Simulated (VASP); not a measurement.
# PbO (P4/nmm) in VASP: single point with PBEsol

Aim: the single point of PbO with PBEsol.

All numbers are computed with VASP 6.6.1; they aren't measurements. Logs are shortened: lines on timing, memory, paths and dates and some standing lists are left out, and cuts for length are marked.

## Step 1: The cell of the first run

The structure is tetragonal, space group P4/nmm (No. 129). The conventional cell has a = 3.974 Å, b = 3.974 Å, c = 5.022 Å, α = 90.00°, β = 90.00°, γ = 90.00°. Within 3.1 Å of Pb (site symmetry 4mm) lie 4 O at 2.31 Å. Within 3.1 Å of O (site symmetry -4m2) lie 4 Pb at 2.31 Å and 4 O at 2.81 Å.

## Step 2: Single point, PBEsol

Input file INCAR:

```
PREC = Accurate
ENCUT = 520
EDIFF = 1E-6
ISMEAR = 0
SIGMA = 0.05
LREAL = F
LASPH = T
NELM = 80
ALGO = Normal
ISIF = 2
LWAVE = F
LCHARG = F
GGA = PS
NBANDS = 28
```

Input file KPOINTS:

```
Automatic mesh
0
Gamma
  8 8 6
```

Input file POSCAR:

```
PbO
1.0
    3.9744000000      0.0000000000      0.0000000000
    0.0000000000      3.9744000000      0.0000000000
    0.0000000000      0.0000000000      5.0220000000
Pb O
2 2
Direct
    0.0000000000      0.5000000000      0.2351000000
    0.5000000000      0.0000000000      0.7649000000
    0.0000000000      0.0000000000      0.0000000000
    0.5000000000      0.5000000000      0.0000000000
```

Potentials or basis: VASP PAW PBE potentials, release 64 (Pb_d, O).

Launch:

```bash
> cat potpaw_PBE.64/Pb_d/POTCAR potpaw_PBE.64/O/POTCAR > POTCAR
> mpirun -np 1 vasp_std > vasp.out
```

OUTCAR:

```text
PREC = Accurate
   ENCUT = 520
   EDIFF = 1E-6
   ISMEAR = 0
   LREAL = F
   LASPH = T
   NELM = 80
   ISIF = 2
   GGA = PS

 ion  position               nearest neighbor table
   1  0.000  0.500  0.235-   3 2.31   4 2.31   3 2.31   4 2.31   2 3.67   2 3.67   2 3.67   2 3.67
                             2 3.87   2 3.87   2 3.87   2 3.87
   2  0.500  0.000  0.765-   3 2.31   4 2.31   4 2.31   3 2.31   1 3.67   1 3.67   1 3.67   1 3.67
                             1 3.87   1 3.87   1 3.87   1 3.87
   3  0.000  0.000  0.000-   1 2.31   2 2.31   1 2.31   2 2.31
   4  0.500  0.500  0.000-   1 2.31   2 2.31   2 2.31   1 2.31

  LATTYP: Found a simple tetragonal cell.
 ALAT       =     3.9744000000
 C/A-ratio  =     1.2635869565

  Lattice vectors:

 A1 = (   3.9744000000,   0.0000000000,   0.0000000000)
 A2 = (   0.0000000000,   3.9744000000,   0.0000000000)
 A3 = (   0.0000000000,   0.0000000000,   5.0220000000)

Analysis of symmetry for initial positions (statically):
=====================================================================
 Subroutine PRICEL returns:
 Original cell was already a primitive cell.

 Routine SETGRP: Setting up the symmetry group for a
 simple tetragonal supercell.

 Subroutine GETGRP returns: Found 16 space group operations
 (whereof  8 operations were pure point group operations)
 out of a pool of 16 trial point group operations.

The static configuration has the point symmetry D_2d.
 The point group associated with its full space group is D_4h.

Analysis of symmetry for dynamics (positions and initial velocities):
=====================================================================
 Subroutine PRICEL returns:
 Original cell was already a primitive cell.

 Routine SETGRP: Setting up the symmetry group for a
 simple tetragonal supercell.

 Subroutine GETGRP returns: Found 16 space group operations
 (whereof  8 operations were pure point group operations)
 out of a pool of 16 trial point group operations.

The dynamic configuration has the point symmetry D_2d.
 The point group associated with its full space group is D_4h.

 Subroutine INISYM returns: Found 16 space group operations
 (whereof  8 operations are pure point group operations),
 and found     1 'primitive' translations

----------------------------------------------------------------------------------------

                                     Primitive cell

[... 87 lines left out ...]
   ICHARG =      2    charge: 1-file 2-atom 10-const
   ISPIN  =      1    spin polarized calculation?
   LNONCOLLINEAR =      F non collinear calculations
   LSORBIT =      F    spin-orbit coupling
   LASPH  =      T    aspherical Exc in radial PAW
   ENCUT  =  520.0 eV  38.22 Ry    6.18 a.u.   7.39  7.39  9.34*2*pi/ulx,y,z
   NELM   =     80;   NELMIN=  2; NELMDL= -5     # of ELM steps
   EDIFF  = 0.1E-05   stopping-criterion for ELM
   LREAL  =      F    real-space projection
   EDIFFG = 0.1E-04   stopping-criterion for IOM
   NSW    =      0    number of steps for IOM
   IBRION =     -1    ionic relax: 0-MD 1-quasi-New 2-CG
   NFREE  =      0    steps in history (QN), initial steepest desc. (CG)
   ISIF   =      2    stress and relaxation
   ISYM   =      2    0-nonsym 1-usesym 2-fastsym
   POTIM  = 0.5000    time-step for ionic-motion
   TEBEG  =    0.0;   TEEND  =   0.0 temperature during run
   PSTRESS=    0.0 pullay stress
   NELECT =      40.0000    total number of electrons
   NUPDOWN=      -1.0000    fix difference up-down
   EMIN   =  10.00;   EMAX   =-10.00  energy-range for DOS
   EFERMI =   0.00;   METHOD = LEGACY
   ISMEAR =     0;   SIGMA  =   0.05  broadening in eV -4-tet -1-fermi 0-gaus
   EFERMI_NEDOS =   21; number of points for ismear=-14 and -15
   IALGO  =     38    algorithm
   IMIX   =      4    mixing-type and parameters
     AMIX     =   0.40;   BMIX     =  1.00
     AMIX_MAG =   1.60;   BMIX_MAG =  1.00
  volume/ion in A,a.u.               =      19.83       133.83
  Fermi-wavevector in a.u.,A,eV,Ry     =   1.303031  2.462372 23.101207  1.697891
  Thomas-Fermi vector in A             =   2.434060
   LORBIT       =      0    0 simple, 1 ext, 2 COOP (PROOUT), +10 PAW based schemes
   GGA     = PS    functional components
   LHFCALC =     F    Hartree Fock is set to
   AEXX    =    0.0000 exact exchange contribution
   IVDW    =     0    specifies the selected vdW correction
   LEPSILON=     F    determine dielectric tensor
   LRPA    =     F    only Hartree local field effects (RPA)
 non-spin polarized calculation
 Gauss-broadening in eV      SIGMA  =   0.05
  energy-cutoff  :      520.00
  volume of cell :       79.33
 maximum number of plane-waves:      2171
 NGX is ok and might be reduce to    30
   NGX = 15   NGY = 15   NGZ = 19

 number of electron      39.9999997 magnetization

 Free energy of the ion-electron system (eV)
  ---------------------------------------------------
  ext. energy  EPLUGINS =         0.00000000
  ---------------------------------------------------
  free energy    TOTEN  =       -22.87076191 eV

  energy without entropy =      -22.87076191  energy(sigma->0) =      -22.87076191

 E-fermi :   5.2241     XC(G=0): -10.0804

 val. band max:        5.0032397325   @ k =   0.1250   0.0000   0.0000
 cond. band min:       6.1877165922   @ k =   0.5000   0.5000   0.0000
 fundamental gap:      1.1844768597
 Fermi energy:         5.2240629131

 k-point     1 :       0.0000    0.0000    0.0000
  band No.  band energies     occupation
      1     -13.4069      2.00000
      2     -12.8340      2.00000
      3     -10.9548      2.00000
      4     -10.9548      2.00000
      5     -10.8871      2.00000
      6     -10.8715      2.00000
[... 733 lines left out ...]
     27      14.3516      0.00000
     28      14.3516      0.00000

 [... further k-points ...]
[... 5 lines left out ...]
  --------------------------------------------------------------------------------------
  -------------------------------------------------------------------------------------
  Total        0.5215550      0.5215550      0.4505196      0.0000000      0.0000000      0.0000000
  in kB       10.5339405     10.5339405      9.0992251      0.0000000      0.0000000      0.0000000
  external PRESSURE =      10.0557020 kB  Pullay stress =       0.0000000 kB

 VOLUME and BASIS-vectors are now :
 -----------------------------------------------------------------------------
  energy-cutoff  :      520.00
  volume of cell :       79.33
      direct lattice vectors                 reciprocal lattice vectors
     3.974400000  0.000000000  0.000000000     0.251610306  0.000000000  0.000000000
     0.000000000  3.974400000  0.000000000     0.000000000  0.251610306  0.000000000
     0.000000000  0.000000000  5.022000000     0.000000000  0.000000000  0.199123855

 POSITION                                       TOTAL-FORCE (eV/Angst)
 -----------------------------------------------------------------------------------
      0.00000      1.98720      1.18067        -0.000000     -0.000000      0.162544
      1.98720      0.00000      3.84133         0.000000     -0.000000     -0.162544
      0.00000      0.00000      0.00000        -0.000000      0.000000     -0.000000
      1.98720      1.98720      0.00000        -0.000000     -0.000000     -0.000000
 -----------------------------------------------------------------------------------
    total drift:                                0.000000      0.000000     -0.000000

  FREE ENERGIE OF THE ION-ELECTRON SYSTEM (eV)
  ---------------------------------------------------
  free  energy   TOTEN  =       -22.8707619097 eV

  energy  without entropy=      -22.8707619097  energy(sigma->0) =      -22.87076191
```

OSZICAR:

```text
N       E                     dE             d eps       ncg     rms          rms(c)
DAV:   1     0.463758175462E+03    0.46376E+03   -0.19664E+04  3360   0.170E+03
DAV:   2     0.350672912664E+02   -0.42869E+03   -0.41149E+03  3452   0.452E+02
DAV:   3    -0.241211417930E+02   -0.59188E+02   -0.57438E+02  4236   0.181E+02
DAV:   4    -0.268659479190E+02   -0.27448E+01   -0.27334E+01  3924   0.406E+01
DAV:   5    -0.269498789484E+02   -0.83931E-01   -0.83924E-01  3856   0.766E+00    0.114E+01
DAV:   6    -0.230782952902E+02    0.38716E+01   -0.21275E+01  4960   0.377E+01    0.515E+00
DAV:   7    -0.229170258721E+02    0.16127E+00   -0.25379E+00  4108   0.112E+01    0.242E+00
DAV:   8    -0.228840606433E+02    0.32965E-01   -0.52996E-01  3660   0.471E+00    0.912E-01
DAV:   9    -0.228698840360E+02    0.14177E-01   -0.64069E-02  5392   0.206E+00    0.248E-01
DAV:  10    -0.228709002633E+02   -0.10162E-02   -0.11201E-02  3892   0.696E-01    0.701E-02
DAV:  11    -0.228708064510E+02    0.93812E-04   -0.14009E-03  5524   0.298E-01    0.587E-02
DAV:  12    -0.228707664908E+02    0.39960E-04   -0.18612E-04  4936   0.136E-01    0.199E-02
DAV:  13    -0.228707630292E+02    0.34616E-05   -0.45021E-05  3580   0.418E-02    0.793E-03
DAV:  14    -0.228707620234E+02    0.10059E-05   -0.38446E-06  3396   0.204E-02    0.130E-03
DAV:  15    -0.228707619097E+02    0.11372E-06   -0.76503E-07  2052   0.539E-03
   1 F= -.22870762E+02 E0= -.22870762E+02  d E =-.104613E-11
```

Wall time 3.5 min (1 thread of AMD EPYC 7R13, shared host); peak memory 0.25 GiB.

Results:

```yaml
Free_energy: -22.8708 eV
Pressure: 1.0 GPa
Largest_force: 0.163 eV/Å
Band_gap_on_the_k_mesh: 1.18 eV, indirect (least direct gap 2.23 eV)
```

Forces on the atoms (eV/Å):
```
Pb   0.000  0.000  0.163
Pb   0.000  0.000 -0.163
O    0.000  0.000  0.000
O    0.000  0.000  0.000
```

Levels at points of the mesh, in eV from the valence-band top:
| k point | band 18 | band 19 | band 20 | band 21 | band 22 | band 23 |
| --- | --- | --- | --- | --- | --- | --- |
| (0.00, 0.00, 0.00) | -1.72 | -1.72 | -0.02 | 2.29 | 5.35 | 5.67 |
| (0.50, 0.00, 0.00) | -3.08 | -1.67 | -1.67 | 3.35 | 3.35 | 6.49 |
| (0.50, 0.50, 0.00) | -1.66 | -1.08 | -1.08 | 1.18 | 1.18 | 5.22 |
| (0.00, 0.00, 0.50) | -1.74 | -1.74 | -0.95 | 1.84 | 4.00 | 4.00 |
| (0.50, 0.00, 0.50) | -3.05 | -1.00 | -1.00 | 3.03 | 3.03 | 6.33 |
| (0.50, 0.50, 0.50) | -2.24 | -1.08 | -1.08 | 3.45 | 3.45 | 4.67 |

Caveat: the PAW data sets were made with another functional, which shifts forces and pressure a little; spin-orbit coupling is left out, which moves the levels of the heavy elements.
